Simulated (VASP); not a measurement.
Here is a VASP 6.6.1 calculation.

Contents of INCAR:

```
PREC = Accurate
ENCUT = 520
EDIFF = 1E-6
ISMEAR = 0
SIGMA = 0.02
LREAL = F
LASPH = T
NELM = 100
ALGO = Normal
ISIF = 2
LWAVE = F
LCHARG = F
GGA = PE
NBANDS = 28
```

The input KPOINTS:

```
Automatic mesh
0
Gamma
  8 8 8
```

The input POSCAR:

```
BaTiO3
1.0
    3.9349811722      0.0000000000      0.0000000000
    0.0000000000      3.9349811722      0.0000000000
    0.0000000000      0.0000000000      3.9349811722
Ba Ti O
1 1 3
Direct
    0.5000000000      0.5000000000      0.5000000000
    0.0000000000      0.0000000000      0.0000000000
    0.5000000000      0.0000000000      0.0000000000
    0.0000000000      0.5000000000      0.0000000000
    0.0000000000      0.0000000000      0.5000000000
```

Potentials or basis: VASP PAW PBE potentials, release 64 (Ba_sv, Ti_sv, O).

Command:

```sh
$ cat potpaw_PBE.64/Ba_sv/POTCAR potpaw_PBE.64/Ti_sv/POTCAR potpaw_PBE.64/O/POTCAR > POTCAR
$ mpirun -np 1 vasp_std > vasp.out
```

(1) What does it give for the pressure?

(2) What does it give for the band gap on the k mesh?

Answers

(1) 14.1 GPa.

(2) 1.84 eV, indirect (least direct gap 1.94 eV).

Caveat: spin-orbit coupling is left out, which moves the levels of the heavy elements.
